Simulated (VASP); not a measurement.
A run of VASP 6.6.1 is set up as follows.

INCAR

```
SYSTEM = Re
  PREC = Accurate
  ENCUT = 520
  EDIFF = 1E-6
  ISMEAR = 0
  SIGMA = 0.15
  LREAL = .FALSE.
  LASPH = .TRUE.
  NELM = 80
  ALGO = Normal
  ISIF = 2
  LWAVE = .FALSE.
  LCHARG = .FALSE.
  GGA = PE
  NBANDS = 10
```

Contents of KPOINTS:

```
Automatic mesh
0
G
  10 10 10
  0 0 0
```

POSCAR

```
Re
1.0
    0.0000000000      2.2927551024      1.5187209798
    2.2927551024      0.0000000000      1.5187209798
    2.2927551024      2.2927551024      0.0000000000
Re
1
Direct
    0.0000000000      0.0000000000      0.0000000000
```

Potentials or basis: VASP PAW PBE potentials, release 64 (Re).

Launch:

```console
$ cat potpaw_PBE.64/Re/POTCAR > POTCAR
$ mpirun -np 1 vasp_std > vasp.out
```

(1) What does it give for the pressure?

Results:

(1) -18.1 GPa.
